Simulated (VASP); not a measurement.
Set up this calculation in VASP 6.6.1, as the native input.

```
Task                   : single point
Functional             : PBE
Potentials or basis    : VASP PAW PBE potentials, release 64 (Al, N)
Cutoff                 : 520 eV
k mesh                 : 6 × 6 × 2
Occupations            : gaussian, width 0.1 eV
Spin                   : collinear spin, ferromagnetic start
Starting moments       : [0.0, 0.0, 0.0, 0.0, 1.0, 1.0, 1.0] μB
Dipole correction      : no
Further INCAR settings : ALGO = Normal; EDIFF = 1e-06; NBANDS = 26
```

The structure of Al4N3 lies in POSCAR:

```
Al4N3
1.0
    3.1119767986      0.0000000000      0.0000000000
   -1.5559883993      2.6950509636      0.0000000000
    0.0000000000      0.0000000000      9.8286433193
Al N
4 3
Direct
    0.0000000000      0.0000000000      0.4956596054
    0.3333333333      0.6666666667      0.7586061826
    0.0000000000      0.0000000000      0.9812456330
    0.3333333333      0.6666666667      0.2389489719
    0.3333333333      0.6666666667      0.4330804748
    0.0000000000      0.0000000000      0.6901102831
    0.0000000000      0.0000000000      0.1773488492
```

One way to write it, as run:

INCAR

```
PREC = Accurate
ENCUT = 520
EDIFF = 1E-6
ISMEAR = 0
SIGMA = 0.1
LREAL = False
LASPH = True
NELM = 150
ALGO = Normal
ISIF = 2
LWAVE = False
LCHARG = False
ISPIN = 2
MAGMOM = 0 0 0 0 1 1 1
LORBIT = 11
GGA = PE
NBANDS = 26
```

KPOINTS

```
regular mesh
0
Gamma
  6 6 2
```

Potentials or basis: VASP PAW PBE potentials, release 64 (Al, N).

The run is started by

```console
$ cat potpaw_PBE.64/Al/POTCAR potpaw_PBE.64/N/POTCAR > POTCAR
$ mpirun -np 1 vasp_std > vasp.out
```

Results of the run:

```yaml
Pressure: -0.3 GPa
Largest_force: 0.033 eV/Å
Net_moment: 0.00 μB per cell
Valence_electrons_inside_the_program's_atomic_spheres: Al 0.80, 0.76, 0.77; N 3.85, 3.83, 3.84
```

Caveat: the k points lie up to 0.39 Å⁻¹ apart.

It took 70 s on 1 thread of Intel(R) Xeon(R) Platinum 8488C (Sapphire Rapids), on a shared host, peak memory 0.24 GiB.
